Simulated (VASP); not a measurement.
# SnTe (Fm-3m) in VASP: a series of runs

SnTe is run at these levels: PBEsol+D3(BJ), RPBE+D4; tasks: relaxation of cell and atoms.

Program: VASP 6.6.1. These are calculated values, not measurements. Logs are shortened: lines on timing, memory, paths and dates and some standing lists are left out, and cuts for length are marked.

## 1. The cell of the first run

Symmetry: Fm-3m, No. 225, cubic system. The conventional cell has a = 6.302 Å, b = 6.302 Å, c = 6.302 Å, α = 90.00°, β = 90.00°, γ = 90.00°. Within 4.1 Å of Te (site symmetry m-3m) lie 6 Sn at 3.15 Å. Within 4.1 Å of Sn (site symmetry m-3m) lie 6 Te at 3.15 Å.

## 2. Relaxation of cell and atoms, PBEsol+D3(BJ)

INCAR

```
SYSTEM = SnTe
ALGO = Normal ; EDIFF = 1E-6
EDIFFG = -0.01 ; ENCUT = 600
GGA = PS ; IBRION = 2
ISIF = 3 ; ISMEAR = -1
IVDW = 12 ; LASPH = .True.
LCHARG = .False. ; LREAL = .False.
LWAVE = .False. ; NELM = 60
NSW = 60 ; PREC = Accurate
SIGMA = 0.05
```

KPOINTS

```
k-points
0
Gamma
  7 7 7
  0 0 0
```

POSCAR

```
SnTe
1.0
    0.0000000000      3.1508500000      3.1508500000
    3.1508500000      0.0000000000      3.1508500000
    3.1508500000      3.1508500000      0.0000000000
Te Sn
1 1
Direct
    0.5000000000      0.5000000000      0.5000000000
    0.0000000000      0.0000000000      0.0000000000
```

Potentials or basis: VASP PAW PBE potentials, release 64 (Te, Sn_d).

Command:

```
$ cat potpaw_PBE.64/Te/POTCAR potpaw_PBE.64/Sn_d/POTCAR > POTCAR
$ mpirun -np 1 vasp_std > vasp.out
```

OUTCAR:

```text
SYSTEM = SnTe
   EDIFF = 1E-6
   EDIFFG = -0.01
   ENCUT = 600
   GGA = PS
   IBRION = 2
   ISIF = 3
   ISMEAR = -1
   IVDW = 12
   LASPH = .True.
   LREAL = .False.
   NELM = 60
   NSW = 60
   PREC = Accurate
 IVDW          = 12

 ion  position               nearest neighbor table
   1  0.500  0.500  0.500-   2 3.15   2 3.15   2 3.15   2 3.15   2 3.15   2 3.15
   2  0.000  0.000  0.000-   1 3.15   1 3.15   1 3.15   1 3.15   1 3.15   1 3.15

  LATTYP: Found a face centered cubic cell.
 ALAT       =     6.3017000000

  Lattice vectors:

 A1 = (   0.0000000000,   3.1508500000,   3.1508500000)
 A2 = (   3.1508500000,   0.0000000000,   3.1508500000)
 A3 = (   3.1508500000,   3.1508500000,   0.0000000000)

Analysis of symmetry for initial positions (statically):
[... 33 lines left out ...]
                                     Primitive cell

  volume of cell :      62.5624

  direct lattice vectors                    reciprocal lattice vectors
     0.000000000  3.150850000  3.150850000    -0.158687338  0.158687338  0.158687338
     3.150850000  0.000000000  3.150850000     0.158687338 -0.158687338  0.158687338
     3.150850000  3.150850000  0.000000000     0.158687338  0.158687338 -0.158687338

  length of vectors
     4.455974803  4.455974803  4.455974803     0.274854533  0.274854533  0.274854533

  position of ions in fractional coordinates (direct lattice)
     0.500000000  0.500000000  0.500000000
     0.000000000  0.000000000  0.000000000

  ion indices of the primitive-cell ions
   primitive index   ion index
                 1           1
                 2           2

----------------------------------------------------------------------------------------

 KPOINTS: k-points

Automatic generation of k-mesh.
 Grid dimensions read from file:
 generate k-points for:    7    7    7

 Generating k-lattice:

  Cartesian coordinates                     Fractional coordinates (reciprocal lattice)
    -0.022669620  0.022669620  0.022669620     0.142857143  0.000000000  0.000000000
     0.022669620 -0.022669620  0.022669620     0.000000000  0.142857143  0.000000000
     0.022669620  0.022669620 -0.022669620     0.000000000  0.000000000  0.142857143

  Length of vectors
     0.039264933  0.039264933  0.039264933

  Shift w.r.t. Gamma in fractional coordinates (k-lattice)
     0.000000000  0.000000000  0.000000000

 Subroutine IBZKPT returns following result:
 ===========================================

 Found     20 irreducible k-points:

 Following reciprocal coordinates:
            Coordinates               Weight
  0.000000  0.000000  0.000000      1.000000
  0.142857  0.000000  0.000000      8.000000
  0.285714  0.000000  0.000000      8.000000
  0.428571  0.000000  0.000000      8.000000
  0.142857  0.142857  0.000000      6.000000
  0.285714  0.142857  0.000000     24.000000
[... 12 lines left out ...]
 -0.428571  0.428571  0.142857     24.000000
 -0.285714  0.428571  0.142857     24.000000
   k-points           NKPTS =     20   k-points in BZ     NKDIM =     20   number of bands    NBANDS=     14
   number of dos      NEDOS =    301   number of ions     NIONS =      2
   total plane-waves  NPLWV =  46656
   dimension x,y,z NGX =    36 NGY =   36 NGZ =   36
   dimension x,y,z NGXF=    72 NGYF=   72 NGZF=   72
   ions per type =               1   1
   NGX,Y,Z   is equivalent  to a cutoff of  13.43, 13.43, 13.43 a.u.
   NGXF,Y,Z  is equivalent  to a cutoff of  26.86, 26.86, 26.86 a.u.
 SYSTEM =  SnTe
   PREC   = accura    normal or accurate (medium, high low for compatibility)
   ISTART =      0    job   : 0-new  1-cont  2-samecut
   ICHARG =      2    charge: 1-file 2-atom 10-const
   ISPIN  =      1    spin polarized calculation?
   LNONCOLLINEAR =      F non collinear calculations
   LSORBIT =      F    spin-orbit coupling
   LASPH  =      T    aspherical Exc in radial PAW
   ENCUT  =  600.0 eV  44.10 Ry    6.64 a.u.   8.90  8.90  8.90*2*pi/ulx,y,z
   NELM   =     60;   NELMIN=  2; NELMDL= -5     # of ELM steps
   EDIFF  = 0.1E-05   stopping-criterion for ELM
   LREAL  =      F    real-space projection
   EDIFFG = -.1E-01   stopping-criterion for IOM
   NSW    =     60    number of steps for IOM
   IBRION =      2    ionic relax: 0-MD 1-quasi-New 2-CG
   NFREE  =      1    steps in history (QN), initial steepest desc. (CG)
   ISIF   =      3    stress and relaxation
   ISYM   =      2    0-nonsym 1-usesym 2-fastsym
   POTIM  = 0.5000    time-step for ionic-motion
   TEBEG  =    0.0;   TEEND  =   0.0 temperature during run
   PSTRESS=    0.0 pullay stress
   NELECT =      20.0000    total number of electrons
   NUPDOWN=      -1.0000    fix difference up-down
   EMIN   =  10.00;   EMAX   =-10.00  energy-range for DOS
   EFERMI =   0.00;   METHOD = LEGACY
   ISMEAR =    -1;   SIGMA  =   0.05  broadening in eV -4-tet -1-fermi 0-gaus
   EFERMI_NEDOS =   21; number of points for ismear=-14 and -15
   IALGO  =     38    algorithm
   IMIX   =      4    mixing-type and parameters
     AMIX     =   0.40;   BMIX     =  1.00
     AMIX_MAG =   1.60;   BMIX_MAG =  1.00
  volume/ion in A,a.u.               =      31.28       211.10
  Fermi-wavevector in a.u.,A,eV,Ry     =   1.119387  2.115336 17.048485  1.253028
  Thomas-Fermi vector in A             =   2.256026
   LORBIT       =      0    0 simple, 1 ext, 2 COOP (PROOUT), +10 PAW based schemes
   GGA     = PS    functional components
   LHFCALC =     F    Hartree Fock is set to
   AEXX    =    0.0000 exact exchange contribution
   IVDW    =    12    specifies the selected vdW correction
   LEPSILON=     F    determine dielectric tensor
   LRPA    =     F    only Hartree local field effects (RPA)
 conjugate gradient relaxation of ions
 non-spin polarized calculation
  energy-cutoff  :      600.00
  volume of cell :       62.56
 maximum number of plane-waves:      2106
   NGX = 17   NGY = 17   NGZ = 17

--------------------------------------- Ionic step        1  -------------------------------------------

 number of electron      19.9999998 magnetization

 Free energy of the ion-electron system (eV)
  ---------------------------------------------------
  ext. energy  EPLUGINS =         0.00000000
  ---------------------------------------------------
  free energy    TOTEN  =        -8.34476829 eV

  energy without entropy =       -8.34469802  energy(sigma->0) =       -8.34473315

------------------------ aborting loop because EDIFF is reached ----------------------------------------

 Edisp (eV)   -0.77713

 E8    (eV) :    -0.5372

  FORCE on cell =-STRESS in cart. coord.  units (eV):
  Direction    XX          YY          ZZ          XY          YZ          ZX
  --------------------------------------------------------------------------------------
  -------------------------------------------------------------------------------------
  Total      -0.92257    -0.92257    -0.92257     0.00000     0.00000     0.00000
  in kB     -23.62636   -23.62636   -23.62636     0.00000     0.00000     0.00000
  external pressure =      -23.63 kB  Pullay stress =        0.00 kB

 VOLUME and BASIS-vectors are now :
 -----------------------------------------------------------------------------
  energy-cutoff  :      600.00
  volume of cell :       62.56
      direct lattice vectors                 reciprocal lattice vectors
     0.000000000  3.150850000  3.150850000    -0.158687338  0.158687338  0.158687338
     3.150850000  0.000000000  3.150850000     0.158687338 -0.158687338  0.158687338
     3.150850000  3.150850000  0.000000000     0.158687338  0.158687338 -0.158687338
[... 41 lines left out ...]
 POSITION                                       TOTAL-FORCE (eV/Angst)
 -----------------------------------------------------------------------------------
      3.08073      3.08073      3.08073        -0.000000      0.000000      0.000000
      0.00000      3.08073      3.08073         0.000000     -0.000000     -0.000000
 -----------------------------------------------------------------------------------
    total drift:                               -0.000000     -0.000000      0.000000

  FREE ENERGIE OF THE ION-ELECTRON SYSTEM (eV)
  ---------------------------------------------------
  free  energy   TOTEN  =        -9.1425110703 eV

  energy  without entropy=       -9.1423872726  energy(sigma->0) =       -9.14244917

--------------------------------------- Ionic step        3  -------------------------------------------

 number of electron      19.9999999 magnetization

 Free energy of the ion-electron system (eV)
  ---------------------------------------------------
  ext. energy  EPLUGINS =         0.00000000
  ---------------------------------------------------
  free energy    TOTEN  =        -8.32807148 eV

  energy without entropy =       -8.32797225  energy(sigma->0) =       -8.32802187

 E-fermi :   7.4924     XC(G=0):  -9.8806

 val. band max:        7.1921151742   @ k =   0.4286   0.0000   0.0000
 cond. band min:       7.8368821604   @ k =   0.4286   0.0000   0.0000
 fundamental gap:      0.6447669863
 Fermi energy:         7.4924240625

 k-point     1 :       0.0000    0.0000    0.0000
  band No.  band energies     occupation
      1     -14.3648      2.00000
      2     -14.3648      2.00000
      3     -14.3544      2.00000
      4     -14.3544      2.00000
      5     -14.3544      2.00000
      6      -5.7630      2.00000
      7       2.9411      2.00000
      8       5.1723      2.00000
      9       5.1723      2.00000
     10       5.1723      2.00000
     11      10.8856      0.00000
     12      10.8856      0.00000
     13      10.8856      0.00000
     14      12.0720      0.00000

 k-point     2 :       0.1429    0.0000    0.0000
  band No.  band energies     occupation
      1     -14.3659      2.00000
      2     -14.3659      2.00000
      3     -14.3540      2.00000
      4     -14.3530      2.00000
      5     -14.3530      2.00000
      6      -5.5780      2.00000
      7       1.8923      2.00000
      8       5.2024      2.00000
      9       5.2024      2.00000
     10       5.9057      2.00000
[... 334 lines left out ...]
 POSITION                                       TOTAL-FORCE (eV/Angst)
 -----------------------------------------------------------------------------------
      3.09847      3.09847      3.09847        -0.000000     -0.000000     -0.000000
      0.00000      0.00000      0.00000         0.000000      0.000000      0.000000
 -----------------------------------------------------------------------------------
    total drift:                               -0.000000      0.000000      0.000000

  FREE ENERGIE OF THE ION-ELECTRON SYSTEM (eV)
  ---------------------------------------------------
  free  energy   TOTEN  =        -9.1454231854 eV

  energy  without entropy=       -9.1453239541  energy(sigma->0) =       -9.14537357

 reached required accuracy - stopping structural energy minimisation
```

Wall time 39 s (1 thread of Intel Xeon 6975P-C (Granite Rapids), shared host); peak memory 0.23 GiB.

Results:

- Free energy: -9.1454 eV
- Relaxed volume: 29.75 Å³/atom
- Relaxed cell: a = 4.382 Å, b = 4.382 Å, c = 4.382 Å, α = 60.00°, β = 60.00°, γ = 60.00°
- Space group after relaxing (to 0.05 Å): Fm-3m (No. 225)
- Energy gained by relaxing: 11.8 meV/atom
- Ionic steps: 3
- Pressure after relaxing: 0.0 GPa
- Dispersion energy per atom: -0.409 eV

The path:
| step | energy change (eV) | largest force (eV/Å) | pressure (GPa) | volume (Å³) |
| --- | --- | --- | --- | --- |
| 1 | 0.0000 | 0.0000 | -2.36 | 62.56 |
| 2 | -0.0206 | 0.0000 | 0.92 | 58.48 |
| 3 | -0.0235 | 0.0000 | 0.01 | 59.49 |

Final structure:
```
Te Sn
1.0
     0.00000    3.09847    3.09847
     3.09847    0.00000    3.09847
     3.09847    3.09847    0.00000
Te Sn
1 1
Cartesian
  3.0985 3.0985 3.0985
  0.0000 0.0000 0.0000
```

Caveat: this odd mesh misses L, where the gap lies, so gap, dielectric constants and Born charges aren't listed; the PAW data sets were made with another functional, which shifts forces and pressure a little; spin-orbit coupling is left out, which moves the levels of the heavy elements.

## 3. Relaxation of cell and atoms, RPBE+D4

INCAR

```
SYSTEM = SnTe
ALGO = Normal ; EDIFF = 1E-6
EDIFFG = -0.01 ; ENCUT = 600
GGA = RP ; IBRION = 2
ISIF = 3 ; ISMEAR = -1
IVDW = 13 ; LASPH = .TRUE.
LCHARG = .FALSE. ; LREAL = .FALSE.
LWAVE = .FALSE. ; NELM = 80
NSW = 60 ; PREC = Accurate
SIGMA = 0.05
```

KPOINTS

```
k-points
0
G
  7 7 7
  0 0 0
```

POSCAR is that of step 2.

Potentials or basis: VASP PAW PBE potentials, release 64 (Te, Sn_d).

Command:

```
$ cat potpaw_PBE.64/Te/POTCAR potpaw_PBE.64/Sn_d/POTCAR > POTCAR
$ mpirun -np 1 vasp_std > vasp.out
```

OUTCAR:

```text
SYSTEM = SnTe
   EDIFF = 1E-6
   EDIFFG = -0.01
   ENCUT = 600
   GGA = RP
   IBRION = 2
   ISIF = 3
   ISMEAR = -1
   IVDW = 13
   LASPH = .TRUE.
   LREAL = .FALSE.
   NELM = 80
   NSW = 60
   PREC = Accurate

 ion  position               nearest neighbor table
   1  0.500  0.500  0.500-   2 3.15   2 3.15   2 3.15   2 3.15   2 3.15   2 3.15
   2  0.000  0.000  0.000-   1 3.15   1 3.15   1 3.15   1 3.15   1 3.15   1 3.15

  LATTYP: Found a face centered cubic cell.
 ALAT       =     6.3017000000

  Lattice vectors:

 A1 = (   0.0000000000,   3.1508500000,   3.1508500000)
 A2 = (   3.1508500000,   0.0000000000,   3.1508500000)
 A3 = (   3.1508500000,   3.1508500000,   0.0000000000)

Analysis of symmetry for initial positions (statically):
=====================================================================
 Subroutine PRICEL returns:
 Original cell was already a primitive cell.

 Routine SETGRP: Setting up the symmetry group for a
 face centered cubic supercell.

[... 165 lines left out ...]
  DFT-D4 for vdW energy calculation

  Edisp (eV):   -1.59377
[... 71 lines left out ...]
--------------------------------------- Ionic step        3  -------------------------------------------

 number of electron      19.9999997 magnetization

 Free energy of the ion-electron system (eV)
  ---------------------------------------------------
  ext. energy  EPLUGINS =         0.00000000
  ---------------------------------------------------
  free energy    TOTEN  =        -6.79646557 eV

  energy without entropy =       -6.79637786  energy(sigma->0) =       -6.79642171

 E-fermi :   7.3654     XC(G=0):  -9.4612

 val. band max:        7.0608331511   @ k =   0.4286   0.0000   0.0000
 cond. band min:       7.7269687747   @ k =   0.4286   0.0000   0.0000
 fundamental gap:      0.6661356235
 Fermi energy:         7.3653594810

 k-point     1 :       0.0000    0.0000    0.0000
  band No.  band energies     occupation
      1     -14.7271      2.00000
      2     -14.7271      2.00000
      3     -14.7228      2.00000
      4     -14.7228      2.00000
      5     -14.7228      2.00000
      6      -5.6490      2.00000
      7       2.6972      2.00000
      8       5.0555      2.00000
      9       5.0555      2.00000
     10       5.0555      2.00000
     11      10.6671      0.00000
     12      10.6671      0.00000
     13      10.6671      0.00000
     14      11.9752      0.00000
[... 354 lines left out ...]
  FREE ENERGIE OF THE ION-ELECTRON SYSTEM (eV)
  ---------------------------------------------------
  free  energy   TOTEN  =        -8.4152626265 eV

  energy  without entropy=       -8.4151749099  energy(sigma->0) =       -8.41521877

 reached required accuracy - stopping structural energy minimisation
```

OSZICAR:

```text
N       E                     dE             d eps       ncg     rms          rms(c)
DAV:   1     0.129469145009E+03    0.12947E+03   -0.10587E+04   560   0.185E+03
DAV:   2     0.417341158885E+01   -0.12530E+03   -0.12221E+03   596   0.389E+02
DAV:   3    -0.655509253305E+01   -0.10729E+02   -0.10495E+02   728   0.991E+01
[... 23 lines left out ...]
DAV:   2    -0.679695178596E+01    0.17963E-02   -0.30125E-03   680   0.957E-01    0.118E-01
DAV:   3    -0.679649061180E+01    0.46117E-03   -0.13556E-03   686   0.580E-01    0.236E-02
DAV:   4    -0.679647570865E+01    0.14903E-04   -0.37085E-05   590   0.638E-02    0.224E-02
DAV:   5    -0.679646559997E+01    0.10109E-04   -0.61726E-06   694   0.216E-02    0.433E-03
DAV:   6    -0.679646557164E+01    0.28336E-07   -0.39128E-07   280   0.110E-02
   3 F= -.84152626E+01 E0= -.84152188E+01  d E =-.191234E-02
```

CONTCAR:

```text
SnTe
   1.00000000000000
     0.0000000000000000    3.1353583081379868    3.1353583081379868
     3.1353583081379868    0.0000000000000000    3.1353583081379868
     3.1353583081379868    3.1353583081379868    0.0000000000000000
  Te              Sn
     1     1
Direct
     0.5000000000000000    0.5000000000000000    0.5000000000000000
     0.0000000000000000    0.0000000000000000    0.0000000000000000

  0.00000000E+00  0.00000000E+00  0.00000000E+00
  0.00000000E+00  0.00000000E+00  0.00000000E+00
```

Run time: 41 s. Hardware: 1 thread of Intel Xeon 6975P-C (Granite Rapids), shared host; peak memory 0.21 GiB.

Results:

| Quantity | Value |
| --- | --- |
| Free energy | -8.4153 eV |
| Relaxed volume | 30.82 Å³/atom |
| Relaxed cell | a = 4.434 Å, b = 4.434 Å, c = 4.434 Å, α = 60.00°, β = 60.00°, γ = 60.00° |
| Space group after relaxing (to 0.05 Å) | Fm-3m (No. 225) |
| Energy gained by relaxing | 1.0 meV/atom |
| Ionic steps | 3 |
| Pressure after relaxing | 0.0 GPa |
| Dispersion energy per atom | -0.809 eV |

Step by step:
```csv
step,energy change (eV),largest force (eV/Å),pressure (GPa),volume (Å³)
1,0.0000,0.0000,-0.65,62.56
2,-0.0018,0.0000,0.17,61.41
3,-0.0019,0.0000,0.01,61.64
```

Final structure:
```yaml
crystal:
  lattice:
    - [0.00000, 3.13536, 3.13536]
    - [3.13536, 0.00000, 3.13536]
    - [3.13536, 3.13536, 0.00000]
  atoms:
    - { symbol: Te, position: [0.50000, 0.50000, 0.50000] }
    - { symbol: Sn, position: [0.00000, 0.00000, 0.00000] }
```

Caveat: this odd mesh misses L, where the gap lies, so gap, dielectric constants and Born charges aren't listed; the PAW data sets were made with another functional, which shifts forces and pressure a little; spin-orbit coupling is left out, which moves the levels of the heavy elements.
